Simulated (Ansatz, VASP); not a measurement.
## Two plane-wave programs on Y

```
Y
1.0
     3.65354    0.00000    0.00000
    -1.82677    3.16406    0.00000
     0.00000    0.00000    5.69886
Y
2
Direct
  0.33333 0.66667 0.25000
  0.66667 0.33333 0.75000
```

Alike in both runs: task single point; functional PBE; k mesh 3 × 3 × 2; occupations fermi-dirac, width 0.1 eV; no spin polarisation.

```csv
,VASP,Ansatz
version,VASP 6.6.1,Ansatz 0.2.0
potentials or method,"VASP PAW PBE potentials, release 64 (Y_sv), cutoff 520 eV","plane waves (420 eV) with PAW, scalar-relativistic"
valence electrons in the cell,22,22
```

Ansatz gave:

- pressure (GPa): -0.7
- traceless stress, the component that is largest in VASP (GPa): 0.12

**Question.** Estimate VASP's values.

**Answer.** Pressure (GPa): -0.8; traceless stress, the component that is largest in VASP (GPa): 0.12.

With one functional, cell and mesh, what is left measures potentials, basis and numerics.

The k mesh is coarse, so the values compare programs but aren't converged.
